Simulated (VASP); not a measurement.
# Hg (P6_3/mmc) in VASP: a series of runs

The runs below take Hg through single point, with PBEsol.

Program: VASP 6.6.1. These are calculated values, not measurements. Logs are shortened: lines on timing, memory, paths and dates and some standing lists are left out, and cuts for length are marked.

## Step 1: The cell of the first run

The structure is hexagonal, space group P6_3/mmc (No. 194). The conventional cell has a = 3.190 Å, b = 3.190 Å, c = 10.658 Å, α = 90.00°, β = 90.00°, γ = 120.00°. Within 4.2 Å of Hg (site symmetry -3m) lie 12 Hg at 3.19 to 3.24 Å. Within 4.2 Å of Hg (site symmetry -6m2) lie 12 Hg at 3.19 to 3.24 Å.

## Step 2: Single point, PBEsol

The input, INCAR:

```
  PREC = Accurate
  ENCUT = 520
  EDIFF = 1E-6
  ISMEAR = -1
  SIGMA = 0.1
  LREAL = F
  LASPH = T
  NELM = 80
  ALGO = Normal
  ISIF = 2
  LWAVE = F
  LCHARG = T
  GGA = PS
  LELF = T
  LVHAR = T
  NBANDS = 32
```

The input, KPOINTS:

```
regular mesh
0
Gamma
  11 11 3
```

The input, POSCAR:

```
Hg
1.0
    3.1896763061      0.0000000000      0.0000000000
   -1.5948381531      2.7623407110      0.0000000000
    0.0000000000      0.0000000000     10.6582539711
Hg
4
Direct
    0.0000000000      1.0000000000      1.0000000000
    0.0000000000      1.0000000000      0.5000000000
    0.3333333333      0.6666666667      0.2500000000
    0.6666666667      0.3333333333      0.7500000000
```

Potentials or basis: VASP PAW PBE potentials, release 64 (Hg).

Run with:

```sh
$ cat potpaw_PBE.64/Hg/POTCAR > POTCAR
$ mpirun -np 1 vasp_std > vasp.out
```

OUTCAR:

```text
PREC = Accurate
   ENCUT = 520
   EDIFF = 1E-6
   ISMEAR = -1
   LREAL = F
   LASPH = T
   NELM = 80
   ISIF = 2
   GGA = PS

 ion  position               nearest neighbor table
   1  0.000  0.000  0.000-   3 3.24   4 3.24   4 3.24   3 3.24   4 3.24   3 3.24
   2  0.000  0.000  0.500-   3 3.24   4 3.24   4 3.24   3 3.24   4 3.24   3 3.24
   3  0.333  0.667  0.250-   1 3.24   2 3.24   1 3.24   2 3.24   1 3.24   2 3.24
   4  0.667  0.333  0.750-   1 3.24   2 3.24   1 3.24   2 3.24   1 3.24   2 3.24

  LATTYP: Found a hexagonal cell.
 ALAT       =     3.1896763061
 C/A-ratio  =     3.3414845107

  Lattice vectors:

 A1 = (   3.1896763061,   0.0000000000,   0.0000000000)
 A2 = (  -1.5948381531,   2.7623407110,   0.0000000000)
 A3 = (   0.0000000000,   0.0000000000,  10.6582539711)

Analysis of symmetry for initial positions (statically):
=====================================================================
 Subroutine PRICEL returns:
 Original cell was already a primitive cell.

 Routine SETGRP: Setting up the symmetry group for a
 hexagonal supercell.

 Subroutine GETGRP returns: Found 24 space group operations
 (whereof 12 operations were pure point group operations)
 out of a pool of 24 trial point group operations.

The static configuration has the point symmetry D_3d.
 The point group associated with its full space group is D_6h.

Analysis of symmetry for dynamics (positions and initial velocities):
=====================================================================
 Subroutine PRICEL returns:
 Original cell was already a primitive cell.

 Routine SETGRP: Setting up the symmetry group for a
 hexagonal supercell.

 Subroutine GETGRP returns: Found 24 space group operations
 (whereof 12 operations were pure point group operations)
 out of a pool of 24 trial point group operations.

The dynamic configuration has the point symmetry D_3d.
 The point group associated with its full space group is D_6h.

 Subroutine INISYM returns: Found 24 space group operations
 (whereof 12 operations are pure point group operations),
 and found     1 'primitive' translations

----------------------------------------------------------------------------------------

                                     Primitive cell

  volume of cell :      93.9096

  direct lattice vectors                    reciprocal lattice vectors
     3.189676306  0.000000000  0.000000000     0.313511436  0.181005912  0.000000000
    -1.594838153  2.762340711  0.000000000     0.000000000  0.362011824  0.000000000
     0.000000000  0.000000000 10.658253971     0.000000000  0.000000000  0.093823998

  length of vectors
     3.189676306  3.189676306 10.658253971     0.362011824  0.362011824  0.093823998

  position of ions in fractional coordinates (direct lattice)
     0.000000000  0.000000000  0.000000000
     0.000000000  0.000000000  0.500000000
     0.333333333  0.666666667  0.250000000
     0.666666667  0.333333333  0.750000000

  ion indices of the primitive-cell ions
   primitive index   ion index
                 1           1
                 2           2
                 3           3
                 4           4

----------------------------------------------------------------------------------------

 KPOINTS: regular mesh

Automatic generation of k-mesh.
 Grid dimensions read from file:
 generate k-points for:   11   11    3

 Generating k-lattice:

  Cartesian coordinates                     Fractional coordinates (reciprocal lattice)
     0.028501040  0.016455083  0.000000000     0.090909091  0.000000000  0.000000000
     0.000000000  0.032910166  0.000000000     0.000000000  0.090909091  0.000000000
     0.000000000  0.000000000  0.031274666     0.000000000  0.000000000  0.333333333

  Length of vectors
     0.032910166  0.032910166  0.031274666

  Shift w.r.t. Gamma in fractional coordinates (k-lattice)
     0.000000000  0.000000000  0.000000000

 Subroutine IBZKPT returns following result:
 ===========================================

 Found     32 irreducible k-points:

 Following reciprocal coordinates:
            Coordinates               Weight
  0.000000  0.000000  0.000000      1.000000
  0.090909 -0.000000  0.000000      6.000000
  0.181818 -0.000000  0.000000      6.000000
  0.272727 -0.000000  0.000000      6.000000
  0.363636  0.000000  0.000000      6.000000
  0.454545 -0.000000  0.000000      6.000000
[... 16 lines left out ...]
  0.090909  0.090909  0.333333     12.000000
  0.181818  0.090909  0.333333     24.000000
 [... further k-points ...]
   k-points           NKPTS =     32   k-points in BZ     NKDIM =     32   number of bands    NBANDS=     32
   number of dos      NEDOS =    301   number of ions     NIONS =      4
   total plane-waves  NPLWV =  46080
   dimension x,y,z NGX =    24 NGY =   24 NGZ =   80
   dimension x,y,z NGXF=    48 NGYF=   48 NGZF=  160
   ions per type =               4
   NGX,Y,Z   is equivalent  to a cutoff of  12.51, 12.51, 12.48 a.u.
   NGXF,Y,Z  is equivalent  to a cutoff of  25.02, 25.02, 24.96 a.u.
 SYSTEM =  unknown system
   PREC   = accura    normal or accurate (medium, high low for compatibility)
   ISTART =      0    job   : 0-new  1-cont  2-samecut
   ICHARG =      2    charge: 1-file 2-atom 10-const
   ISPIN  =      1    spin polarized calculation?
   LNONCOLLINEAR =      F non collinear calculations
   LSORBIT =      F    spin-orbit coupling
   LASPH  =      T    aspherical Exc in radial PAW
   ENCUT  =  520.0 eV  38.22 Ry    6.18 a.u.   5.93  5.93 19.82*2*pi/ulx,y,z
   NELM   =     80;   NELMIN=  2; NELMDL= -5     # of ELM steps
   EDIFF  = 0.1E-05   stopping-criterion for ELM
   LREAL  =      F    real-space projection
   EDIFFG = 0.1E-04   stopping-criterion for IOM
   NSW    =      0    number of steps for IOM
   IBRION =     -1    ionic relax: 0-MD 1-quasi-New 2-CG
   NFREE  =      0    steps in history (QN), initial steepest desc. (CG)
   ISIF   =      2    stress and relaxation
   ISYM   =      2    0-nonsym 1-usesym 2-fastsym
   POTIM  = 0.5000    time-step for ionic-motion
   TEBEG  =    0.0;   TEEND  =   0.0 temperature during run
   PSTRESS=    0.0 pullay stress
   NELECT =      48.0000    total number of electrons
   NUPDOWN=      -1.0000    fix difference up-down
   EMIN   =  10.00;   EMAX   =-10.00  energy-range for DOS
   EFERMI =   0.00;   METHOD = LEGACY
   ISMEAR =    -1;   SIGMA  =   0.10  broadening in eV -4-tet -1-fermi 0-gaus
   EFERMI_NEDOS =   21; number of points for ismear=-14 and -15
   IALGO  =     38    algorithm
   IMIX   =      4    mixing-type and parameters
     AMIX     =   0.40;   BMIX     =  1.00
     AMIX_MAG =   1.60;   BMIX_MAG =  1.00
  volume/ion in A,a.u.               =      23.48       158.43
  Fermi-wavevector in a.u.,A,eV,Ry     =   1.308937  2.473531 23.311065  1.713315
  Thomas-Fermi vector in A             =   2.439570
   LORBIT       =      0    0 simple, 1 ext, 2 COOP (PROOUT), +10 PAW based schemes
   GGA     = PS    functional components
   LHFCALC =     F    Hartree Fock is set to
   AEXX    =    0.0000 exact exchange contribution
   IVDW    =     0    specifies the selected vdW correction
   LEPSILON=     F    determine dielectric tensor
   LRPA    =     F    only Hartree local field effects (RPA)
 non-spin polarized calculation
  energy-cutoff  :      520.00
  volume of cell :       93.91
 maximum number of plane-waves:      2550
 NGX is ok and might be reduce to    24
   NGX = 11   NGY = 11   NGZ = 39

 number of electron      48.0000015 magnetization

 Free energy of the ion-electron system (eV)
  ---------------------------------------------------
  ext. energy  EPLUGINS =         0.00000000
  ---------------------------------------------------
  free energy    TOTEN  =        -2.21252219 eV

  energy without entropy =       -2.17863447  energy(sigma->0) =       -2.19557833

 E-fermi :   2.4155     XC(G=0): -11.0812

 val. band max:        2.3215049926   @ k =   0.3636   0.0000   0.0000
 cond. band min:       2.4479814547   @ k =   0.3636   0.0909   0.0000
 fundamental gap:      0.1264764621
 Fermi energy:         2.4154942510

 k-point     1 :       0.0000    0.0000    0.0000
  band No.  band energies     occupation
      1      -6.5499      2.00000
      2      -5.5100      2.00000
      3      -5.4967      2.00000
      4      -5.4614      2.00000
      5      -4.4636      2.00000
      6      -4.3947      2.00000
[... 24 lines left out ...]
     31      15.8697      0.00000
     32      16.4257      0.00000

 k-point     2 :       0.0909   -0.0000    0.0000
  band No.  band energies     occupation
      1      -6.3576      2.00000
      2      -5.3515      2.00000
      3      -5.3419      2.00000
      4      -5.3308      2.00000
      5      -4.4566      2.00000
      6      -4.4446      2.00000
[... 24 lines left out ...]
     31      14.6341      0.00000
     32      15.5160      0.00000

 k-point     3 :       0.1818   -0.0000    0.0000
  band No.  band energies     occupation
      1      -5.8348      2.00000
      2      -5.1240      2.00000
      3      -4.9834      2.00000
      4      -4.9728      2.00000
      5      -4.6382      2.00000
      6      -4.5461      2.00000
[... 24 lines left out ...]
     31      12.9432      0.00000
     32      14.7590      0.00000

 k-point     4 :       0.2727   -0.0000    0.0000
  band No.  band energies     occupation
      1      -5.3262      2.00000
      2      -5.1056      2.00000
      3      -5.0047      2.00000
      4      -4.8887      2.00000
      5      -4.7664      2.00000
      6      -4.7216      2.00000
[... 24 lines left out ...]
     31      11.5218      0.00000
     32      11.8795      0.00000

 k-point     5 :       0.3636    0.0000    0.0000
  band No.  band energies     occupation
      1      -5.3122      2.00000
      2      -5.2255      2.00000
      3      -5.2017      2.00000
      4      -5.0093      2.00000
      5      -4.9164      2.00000
      6      -4.6950      2.00000
[... 584 lines left out ...]
     31      10.6942      0.00000
     32      11.4243      0.00000

 k-point    22 :       0.4545   -0.0000    0.3333
  band No.  band energies     occupation
      1      -5.3092      2.00000
      2      -5.2794      2.00000
      3      -5.2514      2.00000
      4      -5.1721      2.00000
      5      -5.0595      2.00000
      6      -4.9566      2.00000
[... 24 lines left out ...]
     31      10.1095      0.00000
     32      10.8585      0.00000

 k-point    23 :       0.0909    0.0909    0.3333
  band No.  band energies     occupation
      1      -5.8399      2.00000
      2      -5.4296      2.00000
      3      -5.1251      2.00000
      4      -5.0501      2.00000
      5      -4.5921      2.00000
      6      -4.5501      2.00000
[... 24 lines left out ...]
     31      12.7001      0.00000
     32      14.4115      0.00000

 k-point    24 :       0.1818    0.0909    0.3333
  band No.  band energies     occupation
      1      -5.3111      2.00000
      2      -5.0791      2.00000
      3      -4.9398      2.00000
      4      -4.8440      2.00000
      5      -4.6219      2.00000
      6      -4.5859      2.00000
[... 24 lines left out ...]
     31      11.8433      0.00000
     32      12.6840      0.00000

 [... further k-points ...]

------------------------ aborting loop because EDIFF is reached ----------------------------------------

  FORCE on cell =-STRESS in cart. coord.  units (eV):
  Direction    XX          YY          ZZ          XY          YZ          ZX
  --------------------------------------------------------------------------------------
  -------------------------------------------------------------------------------------
  Total        0.2075869      0.2075869      0.1750565     -0.0000000      0.0000000      0.0000000
  in kB        3.5416087      3.5416087      2.9866135     -0.0000000      0.0000000      0.0000000
  external PRESSURE =       3.3566103 kB  Pullay stress =       0.0000000 kB

 VOLUME and BASIS-vectors are now :
 -----------------------------------------------------------------------------
  energy-cutoff  :      520.00
  volume of cell :       93.91
      direct lattice vectors                 reciprocal lattice vectors
     3.189676306  0.000000000  0.000000000     0.313511436  0.181005912  0.000000000
    -1.594838153  2.762340711  0.000000000     0.000000000  0.362011824  0.000000000
     0.000000000  0.000000000 10.658253971     0.000000000  0.000000000  0.093823998

 POSITION                                       TOTAL-FORCE (eV/Angst)
 -----------------------------------------------------------------------------------
      0.00000      0.00000      0.00000         0.000000      0.000000     -0.000000
      0.00000      0.00000      5.32913        -0.000000      0.000000     -0.000000
     -0.00000      1.84156      2.66456         0.000000     -0.000000      0.000000
      1.59484      0.92078      7.99369        -0.000000      0.000000      0.000000
 -----------------------------------------------------------------------------------
    total drift:                               -0.000000      0.000000     -0.000000

  FREE ENERGIE OF THE ION-ELECTRON SYSTEM (eV)
  ---------------------------------------------------
  free  energy   TOTEN  =        -2.2125221896 eV

  energy  without entropy=       -2.1786344715  energy(sigma->0) =       -2.19557833
```

Run time: 43 s. Hardware: 1 thread of Intel Xeon 6975P-C, shared host; peak memory 0.24 GiB.

Results:

- Free energy: -2.2125 eV
- Pressure: 0.3 GPa
- Band gap on the k mesh: zero (band 24 reaches 2.61 eV, above the bottom of band 25 at 0.80 eV)

Caveat: the PAW data sets were made with another functional, which shifts forces and pressure a little; spin-orbit coupling is left out, which moves the levels of the heavy elements.

## Step 3: Single point, PBEsol (volume scaled by 0.88)

The input, INCAR:

```
SYSTEM = Hg
PREC = Accurate ; ENCUT = 520
EDIFF = 1E-7 ; ISMEAR = -1
SIGMA = 0.1 ; LREAL = .FALSE.
LASPH = .TRUE. ; NELM = 80
ALGO = Normal ; ISIF = 2
LWAVE = .FALSE. ; LCHARG = .TRUE.
GGA = PS ; LELF = .TRUE.
LVHAR = .TRUE. ; NBANDS = 32
```

The input, KPOINTS:

```
Automatic mesh
0
G
  13 13 4
  0 0 0
```

The input, POSCAR:

```
Hg
1.0
    3.0566156782      0.0000000000      0.0000000000
   -1.5283078391      2.6471068269      0.0000000000
    0.0000000000      0.0000000000     10.2136339437
Hg
4
Direct
    0.0000000000      1.0000000000      1.0000000000
    0.0000000000      1.0000000000      0.5000000000
    0.3333333333      0.6666666667      0.2500000000
    0.6666666667      0.3333333333      0.7500000000
```

Potentials or basis: VASP PAW PBE potentials, release 64 (Hg).

Run with:

```sh
$ cat potpaw_PBE.64/Hg/POTCAR > POTCAR
$ mpirun -np 1 vasp_std > vasp.out
```

Wall time 86 s (1 thread of Intel Xeon 6975P-C, shared host); peak memory 0.28 GiB.

The run converged. Its results:

| Quantity | Value |
| --- | --- |
| Free energy | -1.9296 eV |
| Pressure | 8.1 GPa |
| Band gap on the k mesh | zero (band 24 reaches 4.15 eV, above the bottom of band 25 at 2.15 eV) |

Stress tensor (GPa, compression positive):
```
8.29 0.00 0.00
0.00 8.29 0.00
0.00 0.00 7.65
```

Levels at points of the mesh, in eV from the Fermi level:
```csv
k point,band 22,band 23,band 24,band 25,band 26,band 27
"(0.00, 0.00, 0.00)",-6.05,-6.05,-2.47,-1.62,6.70,6.71
"(0.00, 0.00, 0.50)",-6.17,-5.29,-5.29,2.05,2.05,11.50
```

Caveat: the PAW data sets were made with another functional, which shifts forces and pressure a little; spin-orbit coupling is left out, which moves the levels of the heavy elements.

(Part 1 of 2 ends here.)
